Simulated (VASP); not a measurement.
SrCl2:

```
Sr Cl
1.0
     0.00000    3.48835    3.48835
     3.48835    0.00000    3.48835
     3.48835    3.48835    0.00000
Sr Cl
1 2
Direct
  0.00000 0.00000 0.00000
  0.75000 0.75000 0.75000
  0.25000 0.25000 0.25000
```

Base run:

```yaml
Program: VASP 6.6.1
Functional: PBE-based screened hybrid with 50 % exact exchange
Potentials_or_basis: VASP PAW PBE potentials, release 64 (Sr_sv, Cl)
Cutoff: 520 eV
k_mesh: 4 × 4 × 4
Occupations: fermi-dirac, width 0.05 eV
Spin: no spin polarisation
```

Its results: band gap on the k mesh 7.93 eV (least direct gap 8.15 eV); pressure 0.0 GPa.

The run is repeated on the same cell with these changes: functional from PBE-based screened hybrid with 50 % exact exchange to r2SCAN0; share of exact exchange from 0.5 to 0.25. What comes out?

Band gap on the k mesh 7.67 eV (least direct gap 7.83 eV); pressure 0.0 GPa.

Caveats: the PAW data sets were made with another functional, which shifts forces and pressure a little.

A k mesh can miss the band edges.
